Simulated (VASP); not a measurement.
GaN:

```
Ga N
1.0
     3.18000    0.00000    0.00000
    -1.59000    2.75396    0.00000
     0.00000    0.00000    5.16600
Ga N
2 2
Cartesian
  1.5900 0.9180 2.5830
  0.0000 1.8360 0.0000
  1.5900 0.9180 4.5203
  0.0000 1.8360 1.9373
```

```yaml
Program: VASP 6.6.1
Task: relaxation of cell and atoms
Functional: PBE
Potentials_or_basis: VASP PAW PBE potentials, release 64 (Ga_d, N)
Cutoff: 600 eV
k_mesh: 7 × 7 × 4
Occupations: fermi-dirac, width 0.05 eV
Spin: no spin polarisation
```

At the start: pressure 7.2 GPa; volume 11.31 Å³/atom.

How do energy, volume and symmetry change on relaxing?

Over 3 steps the energy falls by 10.0 meV/atom and the volume is 11.76 Å³/atom (+4.0 %); space group P6_3mc (No. 186, to 0.05 Å).

The path:
```tsv
step	energy change (eV)	largest force (eV/Å)	pressure (GPa)	volume (Å³)
1	0.0000	0.1346	7.15	45.24
2	-0.0118	0.0616	-5.25	48.63
3	-0.0401	0.0109	-0.03	47.03
```

Final structure:
```
CELL_PARAMETERS angstrom
3.21722 0.00000 0.00000
-1.60861 2.78620 0.00000
0.00000 0.00000 5.24660
ATOMIC_POSITIONS crystal
Ga 0.66667 0.33333 0.49931
Ga 0.33333 0.66667 0.99931
N 0.66667 0.33333 0.87569
N 0.33333 0.66667 0.37569
```
